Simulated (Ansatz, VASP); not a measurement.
# Si2N: VASP beside Ansatz

```
Si N
1.0
    -1.31149    1.81134    3.98277
     1.31149   -1.81134    3.98277
     1.31149    1.81134   -3.98277
Si N
2 1
Direct
  0.83078 0.33078 0.50000
  0.16922 0.66922 0.50000
  0.00000 0.00000 0.00000
```

Change from the starting cell: species swapped into the NiF2 type (Pnnm, No. 58).

Alike in both runs: functional PBE; k mesh 8 × 8 × 8; occupations gaussian, width 0.1 eV; no spin polarisation.

Ansatz relaxed the structure, and its values are those at the end. VASP's run is a single point on that final structure, the one shown.

|  | VASP | Ansatz |
| --- | --- | --- |
| version | VASP 6.6.1 | Ansatz 0.2.0 |
| potentials or method | VASP PAW PBE potentials, release 64 (Si, N), cutoff 520 eV | scalar-relativistic, plane waves, PAW |
| valence electrons in the cell | 13 | 13 |

|  | VASP | Ansatz | Ansatz less VASP |
| --- | --- | --- | --- |
| gap on the k mesh at the Fermi level (eV) | none | none | - |
| pressure (GPa) | -0.1 | 0.0 | +0.09 |
| rms of the force components (eV/Å) | 0.005 | 0.001 | -0.0046 |

A gap of «none» marks a metal or a gap that the smearing closes.

The k mesh is coarse, so the values compare programs but aren't converged.
